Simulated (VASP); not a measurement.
# C (P2_1/m) in VASP: a series of runs

C is run at these levels: PBEsol+D3(BJ); tasks: single point.

All numbers are computed with VASP 6.6.1; they aren't measurements. Logs are shortened: lines on timing, memory, paths and dates and some standing lists are left out, and cuts for length are marked.

## (1) The cell of the first run

It takes space group P2_1/m (No. 11, monoclinic). The conventional cell has a = 2.379 Å, b = 6.926 Å, c = 2.460 Å, α = 90.00°, β = 116.74°, γ = 90.00°. Within 1.8 Å of C (site symmetry m) lie 3 C at 1.37 to 1.47 Å. Within 1.8 Å of C (site symmetry m) lie 3 C at 1.37 to 1.47 Å.

## (2) Single point, PBEsol+D3(BJ) (engineering shear strain xy -0.0750, normal strain along z +0.0525)

Contents of INCAR:

```
SYSTEM = C
ALGO = Normal
EDIFF = 1E-6
ENCUT = 520
GGA = PS
ISIF = 2
ISMEAR = 0
IVDW = 12
LASPH = .TRUE.
LCHARG = .TRUE.
LELF = .TRUE.
LREAL = .FALSE.
LVHAR = .TRUE.
LWAVE = .FALSE.
NBANDS = 16
NELM = 80
PREC = Accurate
SIGMA = 0.15
```

Contents of KPOINTS:

```
k-points
0
G
  18 18 6
  0 0 0
```

Contents of POSCAR:

```
C
1.0
    2.4580081303     -0.0921753049      0.0000000000
   -1.3088302208      2.1747851360      0.0000000000
    0.0000000000      0.0000000000      6.9255097181
C
4
Direct
    0.0000000000      0.0000000000      0.0025000000
    0.0000000000      0.0000000000      0.5025000000
    0.3333333333      0.6666666667      0.0025000000
    0.6666666667      0.3333333333      0.5025000000
```

Potentials or basis: VASP PAW PBE potentials, release 64 (C).

Launch:

```
$ cat potpaw_PBE.64/C/POTCAR > POTCAR
$ mpirun -np 1 vasp_std > vasp.out
```

OUTCAR:

```text
SYSTEM = C
   EDIFF = 1E-6
   ENCUT = 520
   GGA = PS
   ISIF = 2
   ISMEAR = 0
   IVDW = 12
   LASPH = .TRUE.
   LREAL = .FALSE.
   NELM = 80
   PREC = Accurate
 IVDW          = 12

 ion  position               nearest neighbor table
   1  0.000  0.000  0.002-   3 1.37   3 1.42   3 1.47
   2  0.000  0.000  0.502-   4 1.37   4 1.42   4 1.47
   3  0.333  0.667  0.002-   1 1.37   1 1.42   1 1.47
   4  0.667  0.333  0.502-   2 1.37   2 1.42   2 1.47

  LATTYP: Found a simple monoclinic cell.
 ALAT       =     2.3786285074
 B/A-ratio  =     2.9115558384
 C/A-ratio  =     1.0340983480
 COS(beta)  =    -0.4499768365

  Lattice vectors:

 A1 = (   1.1491779095,   2.0826098311,   0.0000000000)
 A2 = (   0.0000000000,   0.0000000000,  -6.9255097181)
 A3 = (  -2.4580081303,   0.0921753049,   0.0000000000)

Analysis of symmetry for initial positions (statically):
=====================================================================
 Subroutine PRICEL returns:
 Original cell was already a primitive cell.

 Routine SETGRP: Setting up the symmetry group for a
 simple monoclinic supercell.

 Subroutine GETGRP returns: Found  4 space group operations
 (whereof  1 operations were pure point group operations)
 out of a pool of  4 trial point group operations.

The static configuration has the point symmetry C_1 .
 The point group associated with its full space group is C_2h.

Analysis of symmetry for dynamics (positions and initial velocities):
=====================================================================
 Subroutine PRICEL returns:
 Original cell was already a primitive cell.

 Routine SETGRP: Setting up the symmetry group for a
 simple monoclinic supercell.

 Subroutine GETGRP returns: Found  4 space group operations
 (whereof  1 operations were pure point group operations)
 out of a pool of  4 trial point group operations.

The dynamic configuration has the point symmetry C_1 .
 The point group associated with its full space group is C_2h.

 Subroutine INISYM returns: Found  4 space group operations
 (whereof  1 operations are pure point group operations),
 and found     1 'primitive' translations

----------------------------------------------------------------------------------------

                                     Primitive cell

  volume of cell :      36.1858

  direct lattice vectors                    reciprocal lattice vectors
     2.458008130 -0.092175305  0.000000000     0.416227002  0.250493931  0.000000000
    -1.308830221  2.174785136  0.000000000     0.017641214  0.470432383  0.000000000
     0.000000000  0.000000000  6.925509718     0.000000000  0.000000000  0.144393704

  length of vectors
     2.459735810  2.538252733  6.925509718     0.485790209  0.470763040  0.144393704

  position of ions in fractional coordinates (direct lattice)
     0.000000000  0.000000000  0.002500000
     0.000000000  0.000000000  0.502500000
     0.333333333  0.666666667  0.002500000
     0.666666667  0.333333333  0.502500000

  ion indices of the primitive-cell ions
   primitive index   ion index
                 1           1
                 2           2
                 3           3
                 4           4

----------------------------------------------------------------------------------------

 KPOINTS: k-points

Automatic generation of k-mesh.
 Grid dimensions read from file:
 generate k-points for:   18   18    6

 Generating k-lattice:

  Cartesian coordinates                     Fractional coordinates (reciprocal lattice)
     0.023123722  0.013916330  0.000000000     0.055555556  0.000000000  0.000000000
     0.000980067  0.026135132  0.000000000     0.000000000  0.055555556  0.000000000
     0.000000000  0.000000000  0.024065617     0.000000000  0.000000000  0.166666667

  Length of vectors
     0.026988345  0.026153502  0.024065617

  Shift w.r.t. Gamma in fractional coordinates (k-lattice)
     0.000000000  0.000000000  0.000000000

 Subroutine IBZKPT returns following result:
 ===========================================

 Found    656 irreducible k-points:

 Following reciprocal coordinates:
            Coordinates               Weight
  0.000000  0.000000  0.000000      1.000000
  0.055556  0.000000  0.000000      2.000000
  0.111111  0.000000  0.000000      2.000000
  0.166667  0.000000  0.000000      2.000000
  0.222222  0.000000  0.000000      2.000000
  0.277778  0.000000  0.000000      2.000000
[... 16 lines left out ...]
 -0.333333  0.055556  0.000000      2.000000
 -0.277778  0.055556  0.000000      2.000000
 [... further k-points ...]
   k-points           NKPTS =    656   k-points in BZ     NKDIM =    656   number of bands    NBANDS=     16
   number of dos      NEDOS =    301   number of ions     NIONS =      4
   total plane-waves  NPLWV =  19440
   dimension x,y,z NGX =    18 NGY =   20 NGZ =   54
   dimension x,y,z NGXF=    36 NGYF=   40 NGZF=  108
   ions per type =               4
   NGX,Y,Z   is equivalent  to a cutoff of  12.17, 13.10, 12.96 a.u.
   NGXF,Y,Z  is equivalent  to a cutoff of  24.33, 26.20, 25.93 a.u.
 SYSTEM =  C
   PREC   = accura    normal or accurate (medium, high low for compatibility)
   ISTART =      0    job   : 0-new  1-cont  2-samecut
   ICHARG =      2    charge: 1-file 2-atom 10-const
   ISPIN  =      1    spin polarized calculation?
   LNONCOLLINEAR =      F non collinear calculations
   LSORBIT =      F    spin-orbit coupling
   LASPH  =      T    aspherical Exc in radial PAW
   ENCUT  =  520.0 eV  38.22 Ry    6.18 a.u.   4.57  4.72 12.88*2*pi/ulx,y,z
   NELM   =     80;   NELMIN=  2; NELMDL= -5     # of ELM steps
   EDIFF  = 0.1E-05   stopping-criterion for ELM
   LREAL  =      F    real-space projection
   EDIFFG = 0.1E-04   stopping-criterion for IOM
   NSW    =      0    number of steps for IOM
   IBRION =     -1    ionic relax: 0-MD 1-quasi-New 2-CG
   NFREE  =      0    steps in history (QN), initial steepest desc. (CG)
   ISIF   =      2    stress and relaxation
   ISYM   =      2    0-nonsym 1-usesym 2-fastsym
   POTIM  = 0.5000    time-step for ionic-motion
   TEBEG  =    0.0;   TEEND  =   0.0 temperature during run
   PSTRESS=    0.0 pullay stress
   NELECT =      16.0000    total number of electrons
   NUPDOWN=      -1.0000    fix difference up-down
   EMIN   =  10.00;   EMAX   =-10.00  energy-range for DOS
   EFERMI =   0.00;   METHOD = LEGACY
   ISMEAR =     0;   SIGMA  =   0.15  broadening in eV -4-tet -1-fermi 0-gaus
   EFERMI_NEDOS =   21; number of points for ismear=-14 and -15
   IALGO  =     38    algorithm
   IMIX   =      4    mixing-type and parameters
     AMIX     =   0.40;   BMIX     =  1.00
     AMIX_MAG =   1.60;   BMIX_MAG =  1.00
  volume/ion in A,a.u.               =       9.05        61.05
  Fermi-wavevector in a.u.,A,eV,Ry     =   1.247198  2.356863 21.163914  1.555504
  Thomas-Fermi vector in A             =   2.381341
   LORBIT       =      0    0 simple, 1 ext, 2 COOP (PROOUT), +10 PAW based schemes
   GGA     = PS    functional components
   LHFCALC =     F    Hartree Fock is set to
   AEXX    =    0.0000 exact exchange contribution
   IVDW    =    12    specifies the selected vdW correction
   LEPSILON=     F    determine dielectric tensor
   LRPA    =     F    only Hartree local field effects (RPA)
 non-spin polarized calculation
 Gauss-broadening in eV      SIGMA  =   0.15
  energy-cutoff  :      520.00
  volume of cell :       36.19
 maximum number of plane-waves:       998
   NGX =  9   NGY =  9   NGZ = 25

 number of electron      16.0000002 magnetization

 Free energy of the ion-electron system (eV)
  ---------------------------------------------------
  ext. energy  EPLUGINS =         0.00000000
  ---------------------------------------------------
  free energy    TOTEN  =       -38.29318565 eV

  energy without entropy =      -38.29307508  energy(sigma->0) =      -38.29313036

 E-fermi :   4.4773     XC(G=0): -10.3461

 val. band max:        4.2984835572   @ k =   0.3333   0.2778   0.0000
 cond. band min:       4.6804760181   @ k =   0.3333   0.2778   0.0000
 fundamental gap:      0.3819924610
 Fermi energy:         4.4772797214

 k-point     1 :       0.0000    0.0000    0.0000
  band No.  band energies     occupation
      1     -15.2934      2.00000
      2     -15.0539      2.00000
      3      -4.1321      2.00000
      4      -2.4245      2.00000
      5       1.2365      2.00000
      6       1.2464      2.00000
[... 8 lines left out ...]
     15      15.8692      0.00000
     16      16.0406      0.00000

 k-point     2 :       0.0556    0.0000    0.0000
  band No.  band energies     occupation
      1     -15.2144      2.00000
      2     -14.9762      2.00000
      3      -4.0351      2.00000
      4      -2.3328      2.00000
      5       1.0390      2.00000
      6       1.0523      2.00000
[... 8 lines left out ...]
     15      15.6117      0.00000
     16      15.8069      0.00000

 k-point     3 :       0.1111    0.0000    0.0000
  band No.  band energies     occupation
      1     -14.9780      2.00000
      2     -14.7433      2.00000
      3      -3.7450      2.00000
      4      -2.0588      2.00000
      5       0.4806      2.00000
      6       0.4934      2.00000
[... 8 lines left out ...]
     15      14.8937      0.00000
     16      15.1431      0.00000

 k-point     4 :       0.1667    0.0000    0.0000
  band No.  band energies     occupation
      1     -14.5851      2.00000
      2     -14.3565      2.00000
      3      -3.2644      2.00000
      4      -1.6059      2.00000
      5      -0.5626      2.00000
      6      -0.5268      2.00000
[... 8 lines left out ...]
     15      14.8974      0.00000
     16      14.9444      0.00000
[... 324 lines left out ...]
 k-point    22 :      -0.3889    0.0556    0.0000
  band No.  band energies     occupation
      1     -12.0043      2.00000
      2     -11.8141      2.00000
      3      -5.5262      2.00000
      4      -5.4239      2.00000
      5      -2.4690      2.00000
      6      -2.4196      2.00000
[... 8 lines left out ...]
     15      19.7143      0.00000
     16      20.0064      0.00000

 k-point    23 :      -0.3333    0.0556    0.0000
  band No.  band energies     occupation
      1     -12.9138      2.00000
      2     -12.7103      2.00000
      3      -4.0337      2.00000
      4      -3.9524      2.00000
      5      -2.0069      2.00000
      6      -1.9599      2.00000
[... 8 lines left out ...]
     15      19.8603      0.00000
     16      19.9903      0.00000

 k-point    24 :      -0.2778    0.0556    0.0000
  band No.  band energies     occupation
      1     -13.6798      2.00000
      2     -13.4649      2.00000
      3      -2.5839      2.00000
      4      -2.5268      2.00000
      5      -2.1655      2.00000
      6      -1.3862      2.00000
[... 8 lines left out ...]
     15      17.8878      0.00000
     16      17.9426      0.00000

 [... further k-points ...]

------------------------ aborting loop because EDIFF is reached ----------------------------------------

 Edisp (eV)   -0.42398

 E8    (eV) :    -0.2060

  FORCE on cell =-STRESS in cart. coord.  units (eV):
  Direction    XX          YY          ZZ          XY          YZ          ZX
  --------------------------------------------------------------------------------------
  -------------------------------------------------------------------------------------
  Total       1.02485     0.95283    -0.31449     7.65933     0.00000     0.00000
  in kB      45.37663    42.18791   -13.92469   339.12776     0.00000     0.00000
  external pressure =       24.55 kB  Pullay stress =        0.00 kB

 VOLUME and BASIS-vectors are now :
 -----------------------------------------------------------------------------
  energy-cutoff  :      520.00
  volume of cell :       36.19
      direct lattice vectors                 reciprocal lattice vectors
     2.458008130 -0.092175305  0.000000000     0.416227002  0.250493931  0.000000000
    -1.308830221  2.174785136  0.000000000     0.017641214  0.470432383  0.000000000
     0.000000000  0.000000000  6.925509718     0.000000000  0.000000000  0.144393704

 POSITION                                       TOTAL-FORCE (eV/Angst)
 -----------------------------------------------------------------------------------
      0.00000      0.00000      0.01731         0.979038      0.180065      0.000000
      0.00000      0.00000      3.48007        -0.979038     -0.180065      0.000000
     -0.05322      1.41913      0.01731        -0.984614     -0.178963      0.000000
      1.20240      0.66348      3.48007         0.984614      0.178963      0.000000
 -----------------------------------------------------------------------------------
    total drift:                                0.000000     -0.000000      0.000008

  FREE ENERGIE OF THE ION-ELECTRON SYSTEM (eV)
  ---------------------------------------------------
  free  energy   TOTEN  =       -38.7171617104 eV

  energy  without entropy=      -38.7170511412  energy(sigma->0) =      -38.71710643
```

Run time: 7.3 min. Hardware: 1 thread of AMD EPYC 7R43 (Zen 3), shared host; peak memory 0.33 GiB.

What came out:

| Property | Result |
| --- | --- |
| Free energy | -38.7172 eV |
| Pressure | 2.5 GPa |
| Largest force | 1.001 eV/Å |
| Band gap on the k mesh | 0.38 eV, direct |
| Dispersion energy per atom | -0.106 eV |

Forces on the atoms (eV/Å):
```
C    0.979  0.180  0.000
C   -0.979 -0.180  0.000
C   -0.985 -0.179  0.000
C    0.985  0.179  0.000
```

Caveat: the cell differs from its parent crystal (engineering shear strain xy -0.0750, normal strain along z +0.0525); the PAW data sets were made with another functional, which shifts forces and pressure a little. A k mesh can miss the band edges.

## (3) Single point, PBEsol+D3(BJ) (engineering shear strain xy -0.1500, normal strain along z +0.0350)

Contents of INCAR:

```
SYSTEM = C
ALGO     = Normal         ! electronic algorithm
EDIFF    = 1E-7           ! SCF threshold, eV
ENCUT    = 520            ! plane-wave cutoff, eV
GGA      = PS             ! functional
ISIF     = 2              ! what is computed and relaxed
ISMEAR   = 0              ! smearing method
IVDW     = 12             ! dispersion correction
LASPH    = .True.         ! aspherical terms in the spheres
LCHARG   = .False.        ! write CHGCAR
LREAL    = .False.        ! projectors in reciprocal space
LWAVE    = .False.        ! write WAVECAR
NBANDS   = 16             ! bands
NELM     = 80             ! most SCF steps
PREC     = Accurate       ! precision mode
SIGMA    = 0.15           ! smearing width, eV
```

Contents of KPOINTS:

```
k-points
0
Gamma
  18 18 6
  0 0 0
```

Contents of POSCAR:

```
C
1.0
    2.4580081303     -0.1843506097      0.0000000000
   -1.3886563765      2.2208727884      0.0000000000
    0.0000000000      0.0000000000      6.8103587252
C
4
Direct
    0.0000000000      0.0000000000      0.0025000000
    0.0000000000      0.0000000000      0.5025000000
    0.3333333333      0.6666666667      0.0025000000
    0.6666666667      0.3333333333      0.5025000000
```

Potentials or basis: VASP PAW PBE potentials, release 64 (C).

Launch:

```
$ cat potpaw_PBE.64/C/POTCAR > POTCAR
$ mpirun -np 1 vasp_std > vasp.out
```

Run time: 4.9 min. Hardware: 1 thread of Intel Xeon Platinum 8259CL at 2.50GHz (Skylake/Cascade Lake), shared host; peak memory 0.37 GiB.

It converged, with:

| Quantity | Value |
| --- | --- |
| Free energy | -37.8451 eV |
| Pressure | 9.2 GPa |
| Largest force | 2.186 eV/Å |
| Band gap on the k mesh | 0.23 eV, indirect (least direct gap 0.24 eV) |
| Dispersion energy per atom | -0.105 eV |

Forces on the atoms (eV/Å):
```
C    2.063  0.686  0.000
C   -2.063 -0.686  0.000
C   -2.074 -0.690  0.000
C    2.074  0.690  0.000
```

Stress tensor (GPa, compression positive):
```
14.77 69.65  0.00
69.65 13.97  0.00
 0.00  0.00 -1.07
```

Levels at points of the mesh, in eV from the valence-band top:
| k point | band 6 | band 7 | band 8 | band 9 | band 10 | band 11 |
| --- | --- | --- | --- | --- | --- | --- |
| (0.00, 0.00, 0.00) | -3.42 | -2.46 | -2.45 | 3.89 | 5.96 | 6.03 |
| (0.50, 0.00, 0.00) | -7.61 | -1.54 | -0.91 | 1.40 | 1.75 | 4.39 |
| (0.00, 0.50, 0.00) | -6.15 | -2.75 | -2.11 | 1.58 | 2.27 | 7.49 |
| (0.50, 0.50, 0.00) | -4.76 | -3.87 | -3.22 | 1.36 | 2.30 | 9.90 |
| (0.00, 0.00, 0.50) | -3.41 | -2.45 | -2.45 | 6.00 | 6.00 | 6.40 |
| (0.50, 0.00, 0.50) | -7.64 | -1.15 | -1.15 | 1.41 | 1.41 | 4.57 |
| (0.00, 0.50, 0.50) | -6.17 | -2.38 | -2.38 | 1.74 | 1.74 | 7.66 |
| (0.50, 0.50, 0.50) | -4.78 | -3.50 | -3.50 | 1.60 | 1.60 | 10.76 |

Caveat: the cell differs from its parent crystal (engineering shear strain xy -0.1500, normal strain along z +0.0350); the PAW data sets were made with another functional, which shifts forces and pressure a little.

## (4) Single point, PBEsol+D3(BJ) (engineering shear strain xy -0.1500, normal strain along z +0.0700)

Contents of INCAR:

```
PREC = Accurate ; ENCUT = 520
EDIFF = 1E-6 ; ISMEAR = 0
SIGMA = 0.15 ; LREAL = False
LASPH = True ; NELM = 60
ALGO = Normal ; ISIF = 2
LWAVE = False ; LCHARG = True
GGA = PS ; IVDW = 12
LELF = True ; LVHAR = True
NBANDS = 16
```

Contents of KPOINTS:

```
regular mesh
0
Gamma
  18 18 6
```

POSCAR: that of step 3 with these lines changed.

```diff
@@ -4,3 +4,3 @@
    -1.3886563765      2.2208727884      0.0000000000
-    0.0000000000      0.0000000000      6.8103587252
+    0.0000000000      0.0000000000      7.0406607111
 C
```

Launch:

```
$ cat potpaw_PBE.64/C/POTCAR > POTCAR
$ mpirun -np 1 vasp_std > vasp.out
```

It took 5.1 min on 1 thread of Intel Xeon Platinum 8259CL at 2.50GHz (Skylake/Cascade Lake), shared host; peak memory 0.37 GiB.

Results (log left out):

| Quantity | Value |
| --- | --- |
| Free energy | -37.8356 eV |
| Pressure | 8.7 GPa |
| Largest force | 2.181 eV/Å |
| Band gap on the k mesh | 0.24 eV, indirect (the least direct gap lies 1.7 meV higher) |
| Dispersion energy per atom | -0.102 eV |

Forces in eV/Å, atoms in the order of the input:
```
C    2.063  0.684  0.000
C   -2.063 -0.684  0.000
C   -2.070 -0.687  0.000
C    2.070  0.687  0.000
```

Stress tensor (GPa, compression positive):
```
14.28 67.33  0.00
67.33 13.52  0.00
 0.00  0.00 -1.61
```

Levels at points of the mesh, in eV from the valence-band top:
```
           k point  band 5  band 6  band 7  band 8  band 9  band 10  band 11  band 12
(0.00, 0.00, 0.00)   -3.43   -3.42   -2.46   -2.46    3.66     5.96     6.01     9.14
(0.50, 0.00, 0.00)   -7.66   -7.63   -1.46   -0.94    1.37     1.69     4.42     4.70
(0.00, 0.50, 0.00)   -6.20   -6.17   -2.68   -2.15    1.58     2.18     7.52     7.79
(0.50, 0.50, 0.00)   -4.80   -4.78   -3.80   -3.26    1.37     2.19     9.79    10.05
(0.00, 0.00, 0.50)   -3.42   -3.42   -2.46   -2.46    5.93     5.93     5.99     5.99
(0.50, 0.00, 0.50)   -7.65   -7.65   -1.15   -1.15    1.42     1.42     4.56     4.56
(0.00, 0.50, 0.50)   -6.18   -6.18   -2.38   -2.38    1.75     1.75     7.65     7.65
(0.50, 0.50, 0.50)   -4.79   -4.79   -3.50   -3.50    1.61     1.61    10.74    10.74
```

Caveat: the cell differs from its parent crystal (engineering shear strain xy -0.1500, normal strain along z +0.0700); the PAW data sets were made with another functional, which shifts forces and pressure a little. A k mesh can miss the band edges.

(Part 1 of 2 ends here.)
